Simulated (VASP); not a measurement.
# Pd: single point with LDA

Crystal: Pd.

```
Pd
1.0
     0.00000    1.94650    1.94650
     1.94650    0.00000    1.94650
     1.94650    1.94650    0.00000
Pd
1
Direct
  0.00000 0.00000 0.00000
```

```json
{
 "Program": "VASP 6.6.1",
 "Task": "single point",
 "Functional": "LDA",
 "Potentials or basis": "VASP PAW LDA potentials, release 64 (Pd)",
 "Cutoff": "520 eV",
 "k mesh": "12 × 12 × 12",
 "Occupations": "fermi-dirac, width 0.05 eV",
 "Spin": "non-collinear spin, zero start, spin-orbit coupling",
 "Starting moments": "[[0.0, 0.0, 0.0]] μB"
}
```

```
Pressure                                              : -8.3 GPa
Net moment                                            : 0.00 μB per cell
Valence electrons inside the program's atomic spheres : Pd 9.44
```

Moments on the atoms (μB; x, y, z):
```
Pd  0.00 0.00 0.00
```

Run time: 90 s on 1 thread of AMD EPYC 7R13, with other jobs on the host, peak memory 0.14 GiB.
